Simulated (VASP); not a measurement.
A run of VASP 6.6.1:

File INCAR:

```
ALGO = Normal
EDIFF = 1E-6
ENCUT = 520
GGA = PE
ISIF = 2
ISMEAR = 0
LASPH = T
LCHARG = F
LREAL = F
LWAVE = F
NBANDS = 28
NELM = 60
PREC = Accurate
SIGMA = 0.05
```

KPOINTS

```
k-points
0
Gamma
  8 8 6
```

POSCAR

```
BaTiO3
1.0
    4.1049142711      0.0000000000      0.0000000000
    0.0000000000      4.1049142711      0.0000000000
    0.0000000000      0.0000000000      4.0757530286
Ba Ti O
1 1 3
Direct
    0.0000000000      0.0000000000      0.9863187693
    0.5000000000      0.5000000000      0.4690806688
    0.5000000000      0.5000000000      0.0378497747
    0.5000000000      0.0000000000      0.5173753936
    0.0000000000      0.5000000000      0.5173753936
```

Potentials or basis: VASP PAW PBE potentials, release 64 (Ba_sv, Ti_sv, O).

Launch:

```console
$ cat potpaw_PBE.64/Ba_sv/POTCAR potpaw_PBE.64/Ti_sv/POTCAR potpaw_PBE.64/O/POTCAR > POTCAR
$ mpirun -np 1 vasp_std > vasp.out
```

Hardware: 1 thread of Intel(R) Xeon(R) 6975P-C (Granite Rapids) (shared host).

Problem. How long does it take, and how much memory?

Solution. Wall time 48 s on 1 thread of Intel(R) Xeon(R) 6975P-C (Granite Rapids), with other jobs on the host, peak memory 0.25 GiB. Counts: scf iterations 16, k points 60.
